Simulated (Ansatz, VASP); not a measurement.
## ZrS: VASP beside Ansatz

INCAR

```
SYSTEM = ZrS
PREC = Accurate
ENCUT = 520
EDIFF = 1E-6
ISMEAR = 0
SIGMA = 0.15
LREAL = .FALSE.
LASPH = .TRUE.
NELM = 80
ALGO = Normal
ISIF = 2
LWAVE = .FALSE.
LCHARG = .FALSE.
GGA = PS
NBANDS = 16
```

The input KPOINTS:

```
Automatic mesh
0
G
  20 20 20
  0 0 0
```

Contents of POSCAR:

```
ZrS
1.0
    0.0000000000      2.5927618826      2.5927618826
    2.5830753500      0.0096865326      2.5830753500
    2.5830753500      2.5830753500      0.0096865326
Zr S
1 1
Direct
    0.0000000000      0.0000000000      0.0000000000
    0.5000000000      0.5000000000      0.5000000000
```

Input for Ansatz:

```yaml
crystal:
  lattice:
    - [0.0, 2.5927618826, 2.5927618826]
    - [2.58307535, 0.0096865326, 2.58307535]
    - [2.58307535, 2.58307535, 0.0096865326]
  atoms:
    - { symbol: Zr, position: [0.0, 0.0, 0.0] }
    - { symbol: S, position: [0.5, 0.5, 0.5] }
basis:
  ecutwfc: 420
kpoints:
  mp_grid: { grid: [20, 20, 20] }
hamiltonian:
  xc: pbesol
scf:
  occupations: { method: gaussian, width: 0.15 }
output:
  forces: true
  stress: true
  eigenvalues: true
```

Change from the starting cell: strain +0.0075 x Voigt [0, 0, 0, 1, 0, 0], atoms carried along.

Alike in both runs: task single point; functional PBEsol; k mesh 20 × 20 × 20; occupations gaussian, width 0.15 eV; no spin polarisation.

|  | VASP | Ansatz |
| --- | --- | --- |
| version | VASP 6.6.1 | Ansatz 0.2.0 |
| potentials or method | VASP PAW PBE potentials, release 64 (Zr_sv, S), cutoff 520 eV | scalar-relativistic, plane waves, PAW |
| valence electrons in the cell | 18 | 18 |

```tsv
	VASP	Ansatz	Ansatz less VASP
gap on the k mesh at the Fermi level (eV)	none	none	-
pressure (GPa)	0.2	0.0	-0.24
traceless stress, the component that is largest in VASP (GPa)	-0.22	-0.23	-0.004
```

VASP's potentials were made for PBE, not for PBEsol. A gap of «none» marks a metal or a gap that the smearing closes. With one functional, cell and mesh, what is left measures potentials, basis and numerics.
